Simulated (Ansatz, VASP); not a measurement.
PbSe in VASP and in Ansatz

```
Pb Se
1.0
     5.17413    0.00000    0.00000
    -2.58707    4.48093    0.00000
     0.00000    0.00000    6.21328
Pb Se
2 2
Cartesian
  0.0000 2.9873 1.5533
  2.5871 1.4936 4.6600
  2.5871 1.4936 1.5533
  0.0000 2.9873 4.6600
```

Alike in both runs: task single point; functional r2SCAN; k mesh 6 × 6 × 4; occupations gaussian, width 0.5 eV; no spin polarisation.

|  | VASP | Ansatz |
| --- | --- | --- |
| version | VASP 6.6.1 | Ansatz 0.2.0 |
| potentials or method | VASP PAW PBE potentials, release 64 (Pb_d, Se) | plane waves |
| plane-wave cutoff (eV) | 520 | 500 |
| valence electrons in the cell | 40 | 60 |

```csv
,VASP,Ansatz,Ansatz less VASP
pressure (GPa),0.0,0.0,-0.01
```

VASP's potentials were made for PBE, not for r2SCAN. VASP's potentials hold 40 valence electrons a cell and Ansatz's 60, so a difference there can come from the potentials and not from the codes.

Neither program's run includes spin-orbit coupling.
